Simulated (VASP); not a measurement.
Here is a VASP 6.6.1 calculation.

The input INCAR:

```
PREC = Accurate
ENCUT = 500
EDIFF = 1E-6
ISMEAR = -1
SIGMA = 0.05
LREAL = False
LASPH = True
NELM = 120
ALGO = Normal
ISIF = 2
LWAVE = False
LCHARG = True
GGA = PE
LELF = True
LVHAR = True
NBANDS = 15
GGA_COMPAT = False
```

The input KPOINTS:

```
Automatic mesh
0
Gamma
  4 4 4
```

File POSCAR:

```
CsI
1.0
    4.5700000000      0.0000000000      0.0000000000
    0.0000000000      4.5700000000      0.0000000000
    0.0000000000      0.0000000000      4.5700000000
Cs I
1 1
Direct
    0.0000000000      0.0000000000      0.0000000000
    0.5000000000      0.5000000000      0.5000000000
```

Potentials or basis: VASP PAW PBE potentials, release 64 (Cs_sv, I).

The run is started by

```console
$ cat potpaw_PBE.64/Cs_sv/POTCAR potpaw_PBE.64/I/POTCAR > POTCAR
$ mpirun -np 1 vasp_std > vasp.out
```

Predict the pressure.

0.8 GPa.

Predict the band gap on the k mesh.

3.87 eV, indirect (least direct gap 3.96 eV).

Caveat: spin-orbit coupling is left out, which moves the levels of the heavy elements. Expect the measured gap to be larger: semilocal functionals such as PBE lack the derivative discontinuity.
